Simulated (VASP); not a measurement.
# B3As2 (Cmmm) in VASP: a series of runs, part 2 of 2

VASP 6.6.1. The steps go on from the part before.

## (3) Relaxation of cell and atoms, PBE

This run uses another cell than the first one, of 13.96 Å³/atom, 0.846 times its volume.

Contents of INCAR:

```
SYSTEM = B3As2
PREC     = Accurate       ! precision mode
ENCUT    = 600            ! plane-wave cutoff, eV
EDIFF    = 1E-7           ! SCF threshold, eV
ISMEAR   = 0              ! smearing method
SIGMA    = 0.1            ! smearing width, eV
LREAL    = .FALSE.        ! projectors in reciprocal space
LASPH    = .TRUE.         ! aspherical terms in the spheres
NELM     = 60             ! most SCF steps
ALGO     = Normal         ! electronic algorithm
ISIF     = 3              ! what is computed and relaxed
LWAVE    = .FALSE.        ! write WAVECAR
LCHARG   = .FALSE.        ! write CHGCAR
GGA      = PE             ! functional
IBRION   = 2              ! ionic algorithm
NSW      = 90             ! ionic steps
EDIFFG   = -0.04          ! ionic threshold
```

Contents of KPOINTS:

```
Automatic mesh
0
G
  4 4 6
  0 0 0
```

Contents of POSCAR:

```
B3As2
1.0
    2.2352698198     -5.3170105078      0.0000000000
    2.2352698198      5.3170105078      0.0000000000
    0.0000000000      0.0000000000      2.9360182284
B As
3 2
Direct
    0.6922366007      0.6922366007      0.5000000000
    0.3077633993      0.3077633993      0.5000000000
    0.5000000000      0.5000000000      0.0000000000
    0.8481603561      0.1518396439      0.5000000000
    0.1518396439      0.8481603561      0.5000000000
```

Potentials or basis: VASP PAW PBE potentials, release 64 (B, As).

Started as:

```sh
$ cat potpaw_PBE.64/B/POTCAR potpaw_PBE.64/As/POTCAR > POTCAR
$ mpirun -np 1 vasp_std > vasp.out
```

OUTCAR:

```text
SYSTEM = B3As2
   PREC = Accurate
   ENCUT = 600
   EDIFF = 1E-7
   ISMEAR = 0
   LREAL = .FALSE.
   LASPH = .TRUE.
   NELM = 60
   ISIF = 3
   GGA = PE
   IBRION = 2
   NSW = 90
   EDIFFG = -0.04

 ion  position               nearest neighbor table
   1  0.692  0.692  0.500-   3 1.70   3 1.70   2 1.72   5 2.12   4 2.12
   2  0.308  0.308  0.500-   3 1.70   3 1.70   1 1.72   5 2.12   4 2.12
   3  0.500  0.500  0.000-   1 1.70   2 1.70   1 1.70   2 1.70
   4  0.848  0.152  0.500-   1 2.12   2 2.12
   5  0.152  0.848  0.500-   1 2.12   2 2.12

  LATTYP: Found a base centered orthorhombic cell.
 ALAT       =     4.4705396396
 B/A-ratio  =     2.3786884522
 C/A-ratio  =     0.6567480584

  Lattice vectors:

 A1 = (   2.2352698198,  -5.3170105078,   0.0000000000)
 A2 = (   2.2352698198,   5.3170105078,   0.0000000000)
 A3 = (   0.0000000000,   0.0000000000,   2.9360182284)

Analysis of symmetry for initial positions (statically):
=====================================================================
 Subroutine PRICEL returns:
 Original cell was already a primitive cell.

 Routine SETGRP: Setting up the symmetry group for a
 base centered orthorhombic supercell.

 Subroutine GETGRP returns: Found  8 space group operations
 (whereof  8 operations were pure point group operations)
 out of a pool of  8 trial point group operations.

The static configuration has the point symmetry D_2h.

Analysis of symmetry for dynamics (positions and initial velocities):
=====================================================================
 Subroutine PRICEL returns:
 Original cell was already a primitive cell.

 Routine SETGRP: Setting up the symmetry group for a
 base centered orthorhombic supercell.

 Subroutine GETGRP returns: Found  8 space group operations
 (whereof  8 operations were pure point group operations)
 out of a pool of  8 trial point group operations.

The dynamic configuration has the point symmetry D_2h.

[... 136 lines left out ...]
 non-spin polarized calculation
 Gauss-broadening in eV      SIGMA  =   0.10
  energy-cutoff  :      600.00
  volume of cell :       69.79
 maximum number of plane-waves:      2348
 NGX is ok and might be reduce to    48
   NGX = 23   NGY = 23   NGZ = 11

--------------------------------------- Ionic step        1  -------------------------------------------

 number of electron      18.9999999 magnetization

 Free energy of the ion-electron system (eV)
  ---------------------------------------------------
  ext. energy  EPLUGINS =         0.00000000
  ---------------------------------------------------
  free energy    TOTEN  =       -27.66152043 eV

  energy without entropy =      -27.65858922  energy(sigma->0) =      -27.66005483

------------------------ aborting loop because EDIFF is reached ----------------------------------------

  FORCE on cell =-STRESS in cart. coord.  units (eV):
  Direction    XX          YY          ZZ          XY          YZ          ZX
  --------------------------------------------------------------------------------------
  -------------------------------------------------------------------------------------
  Total        1.5459730      0.8406143     -2.3647672     -0.0000000      0.0000000      0.0000000
  in kB       35.4916572     19.2983927    -54.2891155     -0.0000000      0.0000000      0.0000000
  external PRESSURE =       0.1669782 kB  Pullay stress =       0.0000000 kB
[... 182 lines left out ...]
--------------------------------------- Ionic step        6  -------------------------------------------

 number of electron      19.0000001 magnetization

 E-fermi :   4.3309     XC(G=0): -10.0042

 val. band max:        4.3032525710   @ k =   0.5000   0.5000   0.1667
 cond. band min:       4.4181231587   @ k =   0.5000   0.0000   0.3333
 fundamental gap:      0.1148705876
 Fermi energy:         4.3309458151

 k-point     1 :       0.0000    0.0000    0.0000
  band No.  band energies     occupation
      1     -10.0556      2.00000
      2      -6.6260      2.00000
      3      -6.1529      2.00000
      4      -2.5269      2.00000
      5      -1.5642      2.00000
      6       0.6630      2.00000
      7       0.9038      2.00000
      8       1.0396      2.00000
      9       6.8050      0.00000
     10       6.9511      0.00000
     11       8.7319      0.00000
     12       9.2110      0.00000
     13       9.4691      0.00000
[... 484 lines left out ...]
--------------------------------------- Ionic step        9  -------------------------------------------

 number of electron      19.0000000 magnetization

 Free energy of the ion-electron system (eV)
  ---------------------------------------------------
  ext. energy  EPLUGINS =         0.00000000
  ---------------------------------------------------
  free energy    TOTEN  =       -27.73291974 eV

  energy without entropy =      -27.72972810  energy(sigma->0) =      -27.73132392

 E-fermi :   4.2568     XC(G=0):  -9.9245

 val. band max:        4.1170237520   @ k =   0.2500   0.2500   0.3333
 cond. band min:       4.2860652679   @ k =   0.5000   0.5000   0.1667
 fundamental gap:      0.1690415160
 Fermi energy:         4.2568274746

 k-point     1 :       0.0000    0.0000    0.0000
  band No.  band energies     occupation
      1     -10.1679      2.00000
      2      -6.8064      2.00000
      3      -6.2612      2.00000
      4      -2.6685      2.00000
      5      -1.6370      2.00000
      6       0.6406      2.00000
      7       0.8506      2.00000
      8       0.9092      2.00000
      9       6.5889      0.00000
     10       6.7535      0.00000
     11       8.6947      0.00000
     12       9.0516      0.00000
     13       9.3823      0.00000
[... 400 lines left out ...]
  FREE ENERGIE OF THE ION-ELECTRON SYSTEM (eV)
  ---------------------------------------------------
  free  energy   TOTEN  =       -27.7329197428 eV

  energy  without entropy=      -27.7297281015  energy(sigma->0) =      -27.73132392

 reached required accuracy - stopping structural energy minimisation
```

CONTCAR:

```text
B3As2
   1.00000000000000
     2.2972235255320874   -5.4980534100440925    0.0000000000000000
     2.2972235255320874    5.4980534100440925    0.0000000000000000
     0.0000000000000000    0.0000000000000000    2.8820052872380648
  B               As
     3     2
Direct
     0.6900820584458903    0.6900820584458903    0.5000000000000000
     0.3099179415541098    0.3099179415541098    0.5000000000000000
     0.5000000000000000    0.5000000000000000    0.0000000000000000
     0.8567606840961884    0.1432393159038116    0.5000000000000000
     0.1432393159038116    0.8567606840961884    0.5000000000000000

  0.00000000E+00  0.00000000E+00  0.00000000E+00
  0.00000000E+00  0.00000000E+00  0.00000000E+00
  0.00000000E+00  0.00000000E+00  0.00000000E+00
  0.00000000E+00  0.00000000E+00  0.00000000E+00
  0.00000000E+00  0.00000000E+00  0.00000000E+00
```

Wall time 90 s (1 thread of Intel Xeon 6975P-C (Granite Rapids), shared host); peak memory 0.24 GiB.

Results:

| Property | Result |
| --- | --- |
| Free energy | -27.7329 eV |
| Relaxed volume | 14.56 Å³/atom |
| Relaxed cell | a = 5.959 Å, b = 5.959 Å, c = 2.882 Å, α = 90.00°, β = 90.00°, γ = 134.65° |
| Space group after relaxing (to 0.05 Å) | Cmmm (No. 65) |
| Energy gained by relaxing | 14.3 meV/atom |
| Ionic steps | 9 |
| Pressure after relaxing | 0.2 GPa |
| Largest force after relaxing | 0.040 eV/Å |

Forces on the atoms (eV/Å):
```
B    0.040  0.000  0.000
B   -0.040  0.000  0.000
B    0.000  0.000  0.000
As   0.000  0.002  0.000
As   0.000 -0.002  0.000
```

Stress tensor (GPa, compression positive):
```
-0.36  0.00  0.00
 0.00  0.43  0.00
 0.00  0.00  0.39
```

The path:
```tsv
step	energy change (eV)	largest force (eV/Å)	pressure (GPa)	volume (Å³)
1	0.0000	0.2304	0.02	69.79
2	-0.0419	0.2617	0.87	69.78
3	-0.0420	0.2610	0.84	69.78
4	-0.0512	0.2291	0.21	70.52
5	-0.0594	0.1974	-0.88	71.93
6	-0.0653	0.0799	-0.12	71.91
7	-0.0664	0.0650	0.36	71.90
8	-0.0680	0.0594	0.30	72.12
9	-0.0714	0.0399	0.16	72.80
```

Final structure:
```yaml
crystal:
  lattice:
    - [2.29722, -5.49805, 0.00000]
    - [2.29722, 5.49805, 0.00000]
    - [0.00000, 0.00000, 2.88201]
  atoms:
    - { symbol: B, position: [0.69008, 0.69008, 0.50000] }
    - { symbol: B, position: [0.30992, 0.30992, 0.50000] }
    - { symbol: B, position: [0.50000, 0.50000, 0.00000] }
    - { symbol: As, position: [0.85676, 0.14324, 0.50000] }
    - { symbol: As, position: [0.14324, 0.85676, 0.50000] }
```

Caveat: the k points lie up to 0.37 Å⁻¹ apart in the final cell.
